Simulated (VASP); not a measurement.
# RbBr (Cmmm) in VASP: a series of runs

RbBr is run at these levels: PBE, r2SCAN, HSE06; tasks: single point.

All numbers are computed with VASP 6.6.1; they aren't measurements. Logs are shortened: lines on timing, memory, paths and dates and some standing lists are left out, and cuts for length are marked.

### 1 The cell of the first run

The structure is orthorhombic, space group Cmmm (No. 65). Conventional cell: a = 5.711 Å, b = 5.954 Å, c = 4.124 Å, α = 90.00°, β = 90.00°, γ = 90.00°. Within 4.6 Å of Rb (site symmetry mmm) lie 8 Br at 3.52 to 3.62 Å and 6 Rb at 4.12 to 4.13 Å. Br (site symmetry mmm) has 8 Rb at 3.52 to 3.62 Å and 6 Br at 4.12 to 4.13 Å within 4.6 Å.

### 2 Single point, PBE (shear xy strain -4.2%)

Contents of INCAR:

```
SYSTEM = RbBr
  ALGO = Normal
  EDIFF = 1E-7
  ENCUT = 520
  GGA = PE
  ISIF = 2
  ISMEAR = -1
  LASPH = .TRUE.
  LCHARG = .FALSE.
  LREAL = .FALSE.
  LWAVE = .FALSE.
  NBANDS = 15
  NELM = 100
  PREC = Accurate
  SIGMA = 0.02
```

Contents of KPOINTS:

```
k-points
0
G
  6 6 6
  0 0 0
```

Contents of POSCAR:

```
RbBr
1.0
    4.1242532581     -0.0861968931      0.0000000000
   -0.0861968931      4.1242532581      0.0000000000
    0.0000000000      0.0000000000      4.1242532581
Rb Br
1 1
Direct
    0.0000000000      0.0000000000      0.0000000000
    0.5000000000      0.5000000000      0.5000000000
```

Potentials or basis: VASP PAW PBE potentials, release 64 (Rb_sv, Br).

Launch:

```console
$ cat potpaw_PBE.64/Rb_sv/POTCAR potpaw_PBE.64/Br/POTCAR > POTCAR
$ mpirun -np 1 vasp_std > vasp.out
```

OUTCAR:

```text
SYSTEM = RbBr
   EDIFF = 1E-7
   ENCUT = 520
   GGA = PE
   ISIF = 2
   ISMEAR = -1
   LASPH = .TRUE.
   LREAL = .FALSE.
   NELM = 100
   PREC = Accurate

 ion  position               nearest neighbor table
   1  0.000  0.000  0.000-   2 3.52   2 3.52   2 3.52   2 3.52   2 3.62   2 3.62   2 3.62   2 3.62

   2  0.500  0.500  0.500-   1 3.52   1 3.52   1 3.52   1 3.52   1 3.62   1 3.62   1 3.62   1 3.62

  LATTYP: Found a base centered orthorhombic cell.
 ALAT       =     5.7106740770
 B/A-ratio  =     1.0426922684
 C/A-ratio  =     0.7222007774

  Lattice vectors:

 A1 = (   4.1242532581,  -0.0861968931,   0.0000000000)
 A2 = (  -0.0861968931,   4.1242532581,   0.0000000000)
 A3 = (   0.0000000000,   0.0000000000,   4.1242532581)

Analysis of symmetry for initial positions (statically):
=====================================================================
 Subroutine PRICEL returns:
 Original cell was already a primitive cell.

 Routine SETGRP: Setting up the symmetry group for a
 base centered orthorhombic supercell.

 Subroutine GETGRP returns: Found  8 space group operations
 (whereof  8 operations were pure point group operations)
 out of a pool of  8 trial point group operations.

The static configuration has the point symmetry D_2h.

Analysis of symmetry for dynamics (positions and initial velocities):
=====================================================================
 Subroutine PRICEL returns:
 Original cell was already a primitive cell.

 Routine SETGRP: Setting up the symmetry group for a
 base centered orthorhombic supercell.

 Subroutine GETGRP returns: Found  8 space group operations
 (whereof  8 operations were pure point group operations)
 out of a pool of  8 trial point group operations.

The dynamic configuration has the point symmetry D_2h.

 Subroutine INISYM returns: Found  8 space group operations
 (whereof  8 operations are pure point group operations),
 and found     1 'primitive' translations

----------------------------------------------------------------------------------------

                                     Primitive cell

  volume of cell :      70.1207

  direct lattice vectors                    reciprocal lattice vectors
     4.124253258 -0.086196893  0.000000000     0.242574095  0.005069799  0.000000000
    -0.086196893  4.124253258  0.000000000     0.005069799  0.242574095  0.000000000
     0.000000000  0.000000000  4.124253258     0.000000000  0.000000000  0.242468136

  length of vectors
     4.125153917  4.125153917  4.124253258     0.242627068  0.242627068  0.242468136

  position of ions in fractional coordinates (direct lattice)
     0.000000000  0.000000000  0.000000000
     0.500000000  0.500000000  0.500000000

  ion indices of the primitive-cell ions
   primitive index   ion index
                 1           1
                 2           2

----------------------------------------------------------------------------------------

 KPOINTS: k-points

Automatic generation of k-mesh.
 Grid dimensions read from file:
 generate k-points for:    6    6    6

 Generating k-lattice:

  Cartesian coordinates                     Fractional coordinates (reciprocal lattice)
     0.040429016  0.000844966  0.000000000     0.166666667  0.000000000  0.000000000
     0.000844966  0.040429016  0.000000000     0.000000000  0.166666667  0.000000000
     0.000000000  0.000000000  0.040411356     0.000000000  0.000000000  0.166666667

  Length of vectors
     0.040437845  0.040437845  0.040411356

  Shift w.r.t. Gamma in fractional coordinates (k-lattice)
     0.000000000  0.000000000  0.000000000

 Subroutine IBZKPT returns following result:
 ===========================================

 Found     52 irreducible k-points:

 Following reciprocal coordinates:
            Coordinates               Weight
  0.000000  0.000000  0.000000      1.000000
  0.166667  0.000000  0.000000      4.000000
  0.333333  0.000000  0.000000      4.000000
  0.500000  0.000000  0.000000      2.000000
  0.166667  0.166667  0.000000      2.000000
  0.333333  0.166667  0.000000      4.000000
[... 16 lines left out ...]
  0.333333  0.333333  0.166667      4.000000
  0.500000  0.333333  0.166667      8.000000
 [... further k-points ...]
   k-points           NKPTS =     52   k-points in BZ     NKDIM =     52   number of bands    NBANDS=     15
   number of dos      NEDOS =    301   number of ions     NIONS =      2
   total plane-waves  NPLWV =  32768
   dimension x,y,z NGX =    32 NGY =   32 NGZ =   32
   dimension x,y,z NGXF=    64 NGYF=   64 NGZF=   64
   ions per type =               1   1
   NGX,Y,Z   is equivalent  to a cutoff of  12.90, 12.90, 12.90 a.u.
   NGXF,Y,Z  is equivalent  to a cutoff of  25.79, 25.79, 25.80 a.u.
 SYSTEM =  RbBr
   PREC   = accura    normal or accurate (medium, high low for compatibility)
   ISTART =      0    job   : 0-new  1-cont  2-samecut
   ICHARG =      2    charge: 1-file 2-atom 10-const
   ISPIN  =      1    spin polarized calculation?
   LNONCOLLINEAR =      F non collinear calculations
   LSORBIT =      F    spin-orbit coupling
   LASPH  =      T    aspherical Exc in radial PAW
   ENCUT  =  520.0 eV  38.22 Ry    6.18 a.u.   7.67  7.67  7.67*2*pi/ulx,y,z
   NELM   =    100;   NELMIN=  2; NELMDL= -5     # of ELM steps
   EDIFF  = 0.1E-06   stopping-criterion for ELM
   LREAL  =      F    real-space projection
   EDIFFG = 0.1E-05   stopping-criterion for IOM
   NSW    =      0    number of steps for IOM
   IBRION =     -1    ionic relax: 0-MD 1-quasi-New 2-CG
   NFREE  =      0    steps in history (QN), initial steepest desc. (CG)
   ISIF   =      2    stress and relaxation
   ISYM   =      2    0-nonsym 1-usesym 2-fastsym
   POTIM  = 0.5000    time-step for ionic-motion
   TEBEG  =    0.0;   TEEND  =   0.0 temperature during run
   PSTRESS=    0.0 pullay stress
   NELECT =      16.0000    total number of electrons
   NUPDOWN=      -1.0000    fix difference up-down
   EMIN   =  10.00;   EMAX   =-10.00  energy-range for DOS
   EFERMI =   0.00;   METHOD = LEGACY
   ISMEAR =    -1;   SIGMA  =   0.02  broadening in eV -4-tet -1-fermi 0-gaus
   EFERMI_NEDOS =   21; number of points for ismear=-14 and -15
   IALGO  =     38    algorithm
   IMIX   =      4    mixing-type and parameters
     AMIX     =   0.40;   BMIX     =  1.00
     AMIX_MAG =   1.60;   BMIX_MAG =  1.00
  volume/ion in A,a.u.               =      35.06       236.60
  Fermi-wavevector in a.u.,A,eV,Ry     =   1.000382  1.890449 13.616236  1.000765
  Thomas-Fermi vector in A             =   2.132735
   LORBIT       =      0    0 simple, 1 ext, 2 COOP (PROOUT), +10 PAW based schemes
   GGA     = PE    functional components
   LHFCALC =     F    Hartree Fock is set to
   AEXX    =    0.0000 exact exchange contribution
   IVDW    =     0    specifies the selected vdW correction
   LEPSILON=     F    determine dielectric tensor
   LRPA    =     F    only Hartree local field effects (RPA)
 non-spin polarized calculation
  energy-cutoff  :      520.00
  volume of cell :       70.12
 maximum number of plane-waves:      1899
 NGX is ok and might be reduce to    32
   NGX = 15   NGY = 15   NGZ = 15

 number of electron      16.0000003 magnetization

 Free energy of the ion-electron system (eV)
  ---------------------------------------------------
  ext. energy  EPLUGINS =         0.00000000
  ---------------------------------------------------
  free energy    TOTEN  =        -5.99251083 eV

  energy without entropy =       -5.99251083  energy(sigma->0) =       -5.99251083

 E-fermi :  -0.2176     XC(G=0):  -7.9351

 val. band max:       -0.6586577465   @ k =   0.5000   0.0000   0.5000
 cond. band min:       3.4300976425   @ k =   0.0000   0.0000   0.0000
 fundamental gap:      4.0887553890
 Fermi energy:        -0.2176422891

 k-point     1 :       0.0000    0.0000    0.0000
  band No.  band energies     occupation
      1     -25.7548      2.00000
      2     -13.2786      2.00000
      3      -9.7437      2.00000
      4      -9.7383      2.00000
      5      -9.7343      2.00000
      6      -0.8234      2.00000
      7      -0.8118      2.00000
      8      -0.7978      2.00000
      9       3.4301      0.00000
     10       4.9203      0.00000
     11       4.9312      0.00000
     12       9.1406      0.00000
     13       9.2362      0.00000
     14       9.4170      0.00000
     15      12.0093      0.00000

 k-point     2 :       0.1667    0.0000    0.0000
  band No.  band energies     occupation
      1     -25.7497      2.00000
      2     -13.2772      2.00000
      3      -9.7754      2.00000
      4      -9.7268      2.00000
      5      -9.7264      2.00000
      6      -1.3101      2.00000
      7      -0.8305      2.00000
      8      -0.8293      2.00000
      9       4.0856      0.00000
     10       5.1335      0.00000
     11       5.5252      0.00000
     12       9.1130      0.00000
     13       9.1227      0.00000
     14       9.4579      0.00000
     15      10.7744      0.00000

 k-point     3 :       0.3333    0.0000    0.0000
  band No.  band energies     occupation
      1     -25.7394      2.00000
      2     -13.2764      2.00000
      3      -9.8409      2.00000
      4      -9.7024      2.00000
      5      -9.7007      2.00000
      6      -2.0672      2.00000
      7      -0.8697      2.00000
      8      -0.8695      2.00000
      9       5.4148      0.00000
     10       5.7181      0.00000
     11       6.7094      0.00000
     12       8.8947      0.00000
     13       9.0823      0.00000
     14       9.1878      0.00000
     15       9.8094      0.00000
[... 343 lines left out ...]
 k-point    23 :       0.3333    0.3333    0.1667
  band No.  band energies     occupation
      1     -25.7202      2.00000
      2     -13.1466      2.00000
      3      -9.9620      2.00000
      4      -9.8747      2.00000
      5      -9.7587      2.00000
      6      -1.7445      2.00000
      7      -1.6126      2.00000
      8      -1.0950      2.00000
      9       5.7991      0.00000
     10       6.5456      0.00000
     11       7.3384      0.00000
     12       7.5664      0.00000
     13       8.3130      0.00000
     14       8.7728      0.00000
     15      11.1971      0.00000

 k-point    24 :       0.5000    0.3333    0.1667
  band No.  band energies     occupation
      1     -25.7156      2.00000
      2     -13.1074      2.00000
      3      -9.9983      2.00000
      4      -9.9422      2.00000
      5      -9.7473      2.00000
      6      -1.8897      2.00000
      7      -1.5937      2.00000
      8      -1.0603      2.00000
      9       5.5192      0.00000
     10       6.4139      0.00000
     11       7.2136      0.00000
     12       7.7039      0.00000
     13       8.8035      0.00000
     14       9.2550      0.00000
     15      11.0703      0.00000

 [... further k-points ...]

------------------------ aborting loop because EDIFF is reached ----------------------------------------

  FORCE on cell =-STRESS in cart. coord.  units (eV):
  Direction    XX          YY          ZZ          XY          YZ          ZX
  --------------------------------------------------------------------------------------
  -------------------------------------------------------------------------------------
  Total        0.3955317      0.3955317      0.3995748      0.1241286      0.0000000      0.0000000
  in kB        9.0374443      9.0374443      9.1298239      2.8361952      0.0000000      0.0000000
  external PRESSURE =       9.0682375 kB  Pullay stress =       0.0000000 kB

 VOLUME and BASIS-vectors are now :
 -----------------------------------------------------------------------------
  energy-cutoff  :      520.00
  volume of cell :       70.12
      direct lattice vectors                 reciprocal lattice vectors
     4.124253258 -0.086196893  0.000000000     0.242574095  0.005069799  0.000000000
    -0.086196893  4.124253258  0.000000000     0.005069799  0.242574095  0.000000000
     0.000000000  0.000000000  4.124253258     0.000000000  0.000000000  0.242468136

 POSITION                                       TOTAL-FORCE (eV/Angst)
 -----------------------------------------------------------------------------------
      0.00000      0.00000      0.00000        -0.000000      0.000000      0.000000
      2.01903      2.01903      2.06213         0.000000      0.000000      0.000000
 -----------------------------------------------------------------------------------
    total drift:                                0.000000      0.000000     -0.000000

  FREE ENERGIE OF THE ION-ELECTRON SYSTEM (eV)
  ---------------------------------------------------
  free  energy   TOTEN  =        -5.9925108276 eV

  energy  without entropy=       -5.9925108276  energy(sigma->0) =       -5.99251083
```

Wall time 14 s (1 thread of Intel Xeon 6975P-C (Granite Rapids), shared host); peak memory 0.21 GiB.

Results:

| Quantity | Value |
| --- | --- |
| Free energy | -5.9925 eV |
| Pressure | 0.9 GPa |
| Band gap on the k mesh | 4.09 eV (least direct gap 4.23 eV) |

Stress tensor (GPa, compression positive):
```
0.90 0.28 0.00
0.28 0.90 0.00
0.00 0.00 0.91
```

Caveat: the cell differs from its parent crystal (shear xy strain -4.2%). A k mesh can miss the band edges.

(Continued in part 2 of 2.)
